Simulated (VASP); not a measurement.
A run of VASP 6.6.1 is set up as follows.

Contents of INCAR:

```
SYSTEM = Zr3O
PREC     = Accurate       ! precision mode
ENCUT    = 520            ! plane-wave cutoff, eV
EDIFF    = 1E-7           ! SCF threshold, eV
ISMEAR   = 0              ! smearing method
SIGMA    = 0.15           ! smearing width, eV
LREAL    = .FALSE.        ! projectors in reciprocal space
LASPH    = .TRUE.         ! aspherical terms in the spheres
NELM     = 100            ! most SCF steps
ALGO     = Normal         ! electronic algorithm
ISIF     = 2              ! what is computed and relaxed
LWAVE    = .FALSE.        ! write WAVECAR
LCHARG   = .FALSE.        ! write CHGCAR
GGA      = PS             ! functional
NBANDS   = 52             ! bands
```

KPOINTS

```
Automatic mesh
0
G
  9 9 8
  0 0 0
```

File POSCAR:

```
Zr3O
1.0
    5.7109074789      0.0000000000      0.0000000000
   -2.8554537395      4.9457909554      0.0000000000
    0.0000000000      0.0000000000      4.9296553358
Zr O
6 2
Direct
    0.3126109405      0.0000000000      0.0000000000
    0.3126109405      0.3126109405      0.5000000000
    0.0000000000      0.3126109405      0.0000000000
    0.6873890595      0.0000000000      0.5000000000
    0.6873890595      0.6873890595      0.0000000000
    0.0000000000      0.6873890595      0.5000000000
    0.3333333333      0.6666666667      0.2500000000
    0.6666666667      0.3333333333      0.7500000000
```

Potentials or basis: VASP PAW PBE potentials, release 64 (Zr_sv, O).

Run with:

```console
$ cat potpaw_PBE.64/Zr_sv/POTCAR potpaw_PBE.64/O/POTCAR > POTCAR
$ mpirun -np 1 vasp_std > vasp.out
```

Problem. What does it give for the pressure?

Solution. -0.9 GPa.

Problem. Predict the largest force.

Solution. 2.408 eV/Å.

Problem. Predict the band gap on the k mesh.

Solution. Zero (bands 42 and 43 overlap by 0.74 eV).

Stress tensor (GPa, compression positive):
```
-4.87  0.00  0.00
 0.00 -4.87  0.00
 0.00  0.00  7.13
```

Caveat: the PAW data sets were made with another functional, which shifts forces and pressure a little.
